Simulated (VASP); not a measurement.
A run of VASP 6.6.1:

File INCAR:

```
SYSTEM = Os
  ALGO = Normal
  EDIFF = 1E-6
  ENCUT = 520
  GGA = RE
  ISIF = 2
  ISMEAR = -1
  LASPH = .TRUE.
  LCHARG = .FALSE.
  LREAL = .FALSE.
  LWAVE = .FALSE.
  NBANDS = 15
  NELM = 100
  PREC = Accurate
  SIGMA = 0.1
```

The input KPOINTS:

```
k-points
0
G
  11 11 11
  0 0 0
```

Contents of POSCAR:

```
Os
1.0
    0.0000000000      2.7104545673      2.7104545673
    2.7104545673      0.0000000000      2.7104545673
    2.7104545673      2.7104545673      0.0000000000
Os
2
Direct
    0.1250000000      0.1250000000      0.1250000000
    0.8750000000      0.8750000000      0.8750000000
```

Potentials or basis: VASP PAW PBE potentials, release 64 (Os).

Launch:

```console
$ cat potpaw_PBE.64/Os/POTCAR > POTCAR
$ mpirun -np 1 vasp_std > vasp.out
```

Hardware: 1 thread of Intel Xeon 8259CL, on a shared host.

**Question.** How long does it take, and how much memory?

**Answer.** Run time: 41 s on 1 thread of Intel Xeon 8259CL (shared host), peak memory 0.18 GiB. Counts: scf iterations 11, k points 56.
